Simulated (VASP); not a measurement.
# Mg3SiN (Pm-3m) in VASP: relaxation of cell and atoms with PBE

Aim: the relaxation of cell and atoms of Mg3SiN with PBE.

Everything below comes from runs of VASP 6.6.1. Logs are shortened: lines on timing, memory, paths and dates and some standing lists are left out, and cuts for length are marked.

**1. The cell of the first run**

The structure is cubic, space group Pm-3m (No. 221). Conventional cell: a = 4.875 Å, b = 4.875 Å, c = 4.875 Å, α = 90.00°, β = 90.00°, γ = 90.00°. Mg (site symmetry 4/mmm) has 2 Si at 2.44 Å within 3.2 Å. Si (site symmetry m-3m) has 6 Mg at 2.44 Å within 3.2 Å. Within 4.5 Å of N (site symmetry m-3m) lie 12 Mg at 3.45 Å and 8 Si at 4.22 Å.

The cell was generated, and may not be a known phase.

**2. Relaxation of cell and atoms, PBE, collinear spin, ferromagnetic start**

The input, INCAR:

```
SYSTEM = Mg3SiN
  PREC = Accurate
  ENCUT = 600
  EDIFF = 1E-6
  ISMEAR = 0
  SIGMA = 0.1
  LREAL = .FALSE.
  LASPH = .TRUE.
  NELM = 150
  ALGO = Normal
  ISIF = 3
  LWAVE = .FALSE.
  LCHARG = .FALSE.
  ISPIN = 2
  MAGMOM = 0 0 0 0 1.38
  LORBIT = 11
  GGA = PE
  IBRION = 2
  NSW = 100
  EDIFFG = -0.01
```

The input, KPOINTS:

```
Automatic mesh
0
G
  8 8 8
  0 0 0
```

The input, POSCAR:

```
Mg3SiN
1.0
    4.8749268721      0.0000000000      0.0000000000
    0.0000000000      4.8749268721      0.0000000000
    0.0000000000      0.0000000000      4.8749268721
Mg Si N
3 1 1
Direct
    0.0000000000      0.5000000000      0.5000000000
    0.5000000000      0.0000000000      0.5000000000
    0.5000000000      0.5000000000      0.0000000000
    0.5000000000      0.5000000000      0.5000000000
    0.0000000000      0.0000000000      0.0000000000
```

Potentials or basis: VASP PAW PBE potentials, release 64 (Mg, Si, N).

Launch:

```sh
cat potpaw_PBE.64/Mg/POTCAR potpaw_PBE.64/Si/POTCAR potpaw_PBE.64/N/POTCAR > POTCAR
mpirun -np 1 vasp_std > vasp.out
```

OUTCAR:

```text
SYSTEM = Mg3SiN
   PREC = Accurate
   ENCUT = 600
   EDIFF = 1E-6
   ISMEAR = 0
   LREAL = .FALSE.
   LASPH = .TRUE.
   NELM = 150
   ISIF = 3
   ISPIN = 2
   LORBIT = 11
   GGA = PE
   IBRION = 2
   NSW = 100
   EDIFFG = -0.01

 ion  position               nearest neighbor table
   1  0.000  0.500  0.500-   4 2.44   4 2.44   2 3.45   3 3.45   2 3.45   2 3.45   3 3.45   3 3.45
                             3 3.45   2 3.45
   2  0.500  0.000  0.500-   4 2.44   4 2.44   1 3.45   3 3.45   1 3.45   3 3.45   3 3.45   3 3.45
                             1 3.45   1 3.45
   3  0.500  0.500  0.000-   4 2.44   4 2.44   1 3.45   1 3.45   2 3.45   2 3.45   2 3.45   2 3.45
                             1 3.45   1 3.45
   4  0.500  0.500  0.500-   1 2.44   2 2.44   3 2.44   3 2.44   2 2.44   1 2.44
   5  0.000  0.000  0.000-

  LATTYP: Found a simple cubic cell.
 ALAT       =     4.8749268721

  Lattice vectors:

 A1 = (   4.8749268721,   0.0000000000,   0.0000000000)
 A2 = (   0.0000000000,   4.8749268721,   0.0000000000)
 A3 = (   0.0000000000,   0.0000000000,   4.8749268721)

Analysis of symmetry for initial positions (statically):
=====================================================================
 Subroutine PRICEL returns:
 Original cell was already a primitive cell.

 Routine SETGRP: Setting up the symmetry group for a
 simple cubic supercell.

 Subroutine GETGRP returns: Found 48 space group operations
 (whereof 48 operations were pure point group operations)
 out of a pool of 48 trial point group operations.

The static configuration has the point symmetry O_h .

Analysis of symmetry for dynamics (positions and initial velocities):
=====================================================================
 Subroutine PRICEL returns:
 Original cell was already a primitive cell.

 Routine SETGRP: Setting up the symmetry group for a
 simple cubic supercell.

 Subroutine GETGRP returns: Found 48 space group operations
 (whereof 48 operations were pure point group operations)
 out of a pool of 48 trial point group operations.

The dynamic configuration has the point symmetry O_h .

Analysis of structural, dynamic, and magnetic symmetry:
=====================================================================
 Subroutine PRICEL returns:
 Original cell was already a primitive cell.

 Routine SETGRP: Setting up the symmetry group for a
 simple cubic supercell.

 Subroutine GETGRP returns: Found 48 space group operations
 (whereof 48 operations were pure point group operations)
 out of a pool of 48 trial point group operations.

The overall configuration has the point symmetry O_h .

 Subroutine INISYM returns: Found 48 space group operations
 (whereof 48 operations are pure point group operations),
 and found     1 'primitive' translations

----------------------------------------------------------------------------------------

                                     Primitive cell

  volume of cell :     115.8522

  direct lattice vectors                    reciprocal lattice vectors
     4.874926872  0.000000000  0.000000000     0.205131282  0.000000000  0.000000000
     0.000000000  4.874926872  0.000000000     0.000000000  0.205131282  0.000000000
     0.000000000  0.000000000  4.874926872     0.000000000  0.000000000  0.205131282

  length of vectors
     4.874926872  4.874926872  4.874926872     0.205131282  0.205131282  0.205131282

  position of ions in fractional coordinates (direct lattice)
     0.000000000  0.500000000  0.500000000
     0.500000000  0.000000000  0.500000000
     0.500000000  0.500000000  0.000000000
     0.500000000  0.500000000  0.500000000
     0.000000000  0.000000000  0.000000000

  ion indices of the primitive-cell ions
   primitive index   ion index
                 1           1
                 2           2
                 3           3
                 4           4
                 5           5

----------------------------------------------------------------------------------------

 KPOINTS: Automatic mesh

Automatic generation of k-mesh.
 Grid dimensions read from file:
 generate k-points for:    8    8    8

 Generating k-lattice:

  Cartesian coordinates                     Fractional coordinates (reciprocal lattice)
     0.025641410  0.000000000  0.000000000     0.125000000  0.000000000  0.000000000
     0.000000000  0.025641410  0.000000000     0.000000000  0.125000000  0.000000000
     0.000000000  0.000000000  0.025641410     0.000000000  0.000000000  0.125000000

[... 81 lines left out ...]
   GGA     = PE    functional components
   LHFCALC =     F    Hartree Fock is set to
   AEXX    =    0.0000 exact exchange contribution
   IVDW    =     0    specifies the selected vdW correction
   LEPSILON=     F    determine dielectric tensor
   LRPA    =     F    only Hartree local field effects (RPA)
 conjugate gradient relaxation of ions
 spin polarized calculation
 Gauss-broadening in eV      SIGMA  =   0.10
  energy-cutoff  :      600.00
  volume of cell :      115.85
 maximum number of plane-waves:      3912
 NGX is ok and might be reduce to    40
   NGX = 19   NGY = 19   NGZ = 19

--------------------------------------- Ionic step        1  -------------------------------------------

 number of electron      14.9999999 magnetization       0.9999875

 Free energy of the ion-electron system (eV)
  ---------------------------------------------------
  ext. energy  EPLUGINS =         0.00000000
  ---------------------------------------------------
  free energy    TOTEN  =       -13.47085627 eV

  energy without entropy =      -13.45609377  energy(sigma->0) =      -13.46347502

------------------------ aborting loop because EDIFF is reached ----------------------------------------

  FORCE on cell =-STRESS in cart. coord.  units (eV):
  Direction    XX          YY          ZZ          XY          YZ          ZX
  --------------------------------------------------------------------------------------
  -------------------------------------------------------------------------------------
  Total        0.1804960      0.1804960      0.1804960      0.0000000     -0.0000000      0.0000000
  in kB        2.4961676      2.4961676      2.4961676      0.0000000     -0.0000000      0.0000000
  external PRESSURE =       2.4961676 kB  Pullay stress =       0.0000000 kB

 VOLUME and BASIS-vectors are now :
 -----------------------------------------------------------------------------
  energy-cutoff  :      600.00
  volume of cell :      115.85
      direct lattice vectors                 reciprocal lattice vectors
     4.874926872  0.000000000  0.000000000     0.205131282  0.000000000  0.000000000
     0.000000000  4.874926872  0.000000000     0.000000000  0.205131282  0.000000000
     0.000000000  0.000000000  4.874926872     0.000000000  0.000000000  0.205131282

 POSITION                                       TOTAL-FORCE (eV/Angst)
 -----------------------------------------------------------------------------------
      0.00000      2.43746      2.43746         0.000000      0.000000      0.000000
      2.43746      0.00000      2.43746         0.000000      0.000000      0.000000
      2.43746      2.43746      0.00000         0.000000      0.000000      0.000000
      2.43746      2.43746      2.43746         0.000000      0.000000      0.000000
      0.00000      0.00000      0.00000         0.000000      0.000000      0.000000
 -----------------------------------------------------------------------------------
    total drift:                                0.000000     -0.000000     -0.000000

  FREE ENERGIE OF THE ION-ELECTRON SYSTEM (eV)
  ---------------------------------------------------
  free  energy   TOTEN  =       -13.4708562705 eV

  energy  without entropy=      -13.4560937687  energy(sigma->0) =      -13.46347502

--------------------------------------- Ionic step        2  -------------------------------------------

 number of electron      14.9999999 magnetization       1.0000013

 Free energy of the ion-electron system (eV)
  ---------------------------------------------------
  ext. energy  EPLUGINS =         0.00000000
  ---------------------------------------------------
  free energy    TOTEN  =       -13.47140786 eV

  energy without entropy =      -13.45658385  energy(sigma->0) =      -13.46399585

 E-fermi :   2.0814     XC(G=0):  -8.1107

 val. band max:        2.0775753814   @ k =   0.2500   0.2500   0.2500
 cond. band min:       2.0953113040   @ k =   0.2500   0.1250   0.1250
 fundamental gap:      0.0177359226
 Fermi energy:         2.0813649121

 spin component 1

 k-point     1 :       0.0000    0.0000    0.0000
  band No.  band energies     occupation
      1     -10.4535      1.00000
      2      -6.8232      1.00000
      3      -0.6082      1.00000
      4      -0.6082      1.00000
      5      -0.6082      1.00000
      6       1.1656      1.00000
      7       1.1656      1.00000
      8       1.1656      1.00000
      9       2.3238      0.00030
     10       2.8440      0.00000
     11       2.8440      0.00000
     12       6.8936      0.00000
[... 333 lines left out ...]
      1     -10.3873      1.00000
      2      -6.3033      1.00000
      3      -2.0570      1.00000
      4      -1.8711      1.00000
      5      -0.2517      1.00000
      6       0.4892      1.00000
      7       0.9233      1.00000
      8       0.9301      1.00000
      9       2.8476      0.00000
     10       4.2366      0.00000
     11       4.5923      0.00000
     12       4.7576      0.00000

 [... further k-points ...]

 spin component 2

 k-point     1 :       0.0000    0.0000    0.0000
  band No.  band energies     occupation
      1      -8.7440      1.00000
      2      -6.7343      1.00000
      3      -0.4904      1.00000
      4      -0.4904      1.00000
      5      -0.4904      1.00000
      6       2.1680      0.11019
      7       2.5282      0.00000
      8       2.5282      0.00000
      9       2.5282      0.00000
     10       2.6255      0.00000
     11       2.6255      0.00000
     12       6.8079      0.00000
[... 333 lines left out ...]
      1      -8.5816      1.00000
      2      -6.2867      1.00000
      3      -2.0625      1.00000
      4      -1.8595      1.00000
      5      -0.2583      1.00000
      6       1.4437      1.00000
      7       1.9851      0.91339
      8       2.2077      0.03704
      9       3.0029      0.00000
     10       4.1302      0.00000
     11       4.7584      0.00000
     12       4.8571      0.00000

 [... further k-points ...]
[... 5 lines left out ...]
  --------------------------------------------------------------------------------------
  -------------------------------------------------------------------------------------
  Total        0.0300125      0.0300125      0.0300125      0.0000000      0.0000000      0.0000000
  in kB        0.4128969      0.4128969      0.4128969      0.0000000      0.0000000      0.0000000
  external PRESSURE =       0.4128969 kB  Pullay stress =       0.0000000 kB

 VOLUME and BASIS-vectors are now :
 -----------------------------------------------------------------------------
  energy-cutoff  :      600.00
  volume of cell :      116.46
      direct lattice vectors                 reciprocal lattice vectors
     4.883416659  0.000000000  0.000000000     0.204774663 -0.000000000 -0.000000000
     0.000000000  4.883416659 -0.000000000    -0.000000000  0.204774663  0.000000000
     0.000000000 -0.000000000  4.883416659    -0.000000000  0.000000000  0.204774663

 POSITION                                       TOTAL-FORCE (eV/Angst)
 -----------------------------------------------------------------------------------
      0.00000      2.44171      2.44171         0.000000      0.000000      0.000000
      2.44171      0.00000      2.44171         0.000000      0.000000      0.000000
      2.44171      2.44171      0.00000         0.000000     -0.000000      0.000000
      2.44171      2.44171      2.44171        -0.000000     -0.000000      0.000000
      0.00000      0.00000      0.00000        -0.000000      0.000000      0.000000
 -----------------------------------------------------------------------------------
    total drift:                                0.000000     -0.000000     -0.000000

  FREE ENERGIE OF THE ION-ELECTRON SYSTEM (eV)
  ---------------------------------------------------
  free  energy   TOTEN  =       -13.4714078595 eV

  energy  without entropy=      -13.4565838452  energy(sigma->0) =      -13.46399585

 reached required accuracy - stopping structural energy minimisation

 total charge

# of ion       s       p       d       tot
------------------------------------------
    1        0.192   0.124   0.022   0.339
    2        0.192   0.124   0.022   0.339
    3        0.192   0.124   0.022   0.339
    4        0.787   1.077   0.000   1.865
    5        1.321   2.001   0.000   3.323
--------------------------------------------------
tot          2.685   3.452   0.066   6.204

 magnetization (x)

# of ion       s       p       d       tot
------------------------------------------
    1       -0.003  -0.008  -0.001  -0.012
    2       -0.003  -0.008  -0.001  -0.012
    3       -0.003  -0.008  -0.001  -0.012
    4       -0.013   0.034   0.000   0.022
    5        0.019   0.845   0.000   0.864
--------------------------------------------------
tot         -0.003   0.854  -0.002   0.849
```

Run time: 3.9 min. Hardware: 1 thread of Intel Xeon 6975P-C (Granite Rapids), shared host; peak memory 0.36 GiB.

What came out:

- Free energy: -13.4714 eV
- Relaxed volume: 23.29 Å³/atom
- Relaxed cell: a = 4.883 Å, b = 4.883 Å, c = 4.883 Å, α = 90.00°, β = 90.00°, γ = 90.00°
- Space group after relaxing (to 0.1 Å): Pm-3m (No. 221)
- Energy gained by relaxing: 0.1 meV/atom
- Ionic steps: 2
- Pressure after relaxing: 0.0 GPa
- Band gap on the k mesh: zero (filled and empty bands overlap)
- Net moment: 1.00 μB per cell
- Site moments: Mg -0.01; Si +0.02; N +0.86 μB
- Valence electrons inside the program's atomic spheres: Mg 0.34; Si 1.86; N 3.32

Step by step:
```tsv
step	energy change (eV)	largest force (eV/Å)	pressure (GPa)	volume (Å³)
1	0.0000	0.0000	0.25	115.85
2	-0.0006	0.0000	0.04	116.46
```

Final structure:
```yaml
crystal:
  lattice:
    - [4.88342, 0.00000, 0.00000]
    - [0.00000, 4.88342, 0.00000]
    - [0.00000, 0.00000, 4.88342]
  atoms:
    - { symbol: Mg, position: [0.00000, 0.50000, 0.50000] }
    - { symbol: Mg, position: [0.50000, 0.00000, 0.50000] }
    - { symbol: Mg, position: [0.50000, 0.50000, 0.00000] }
    - { symbol: Si, position: [0.50000, 0.50000, 0.50000] }
    - { symbol: N, position: [0.00000, 0.00000, 0.00000] }
```
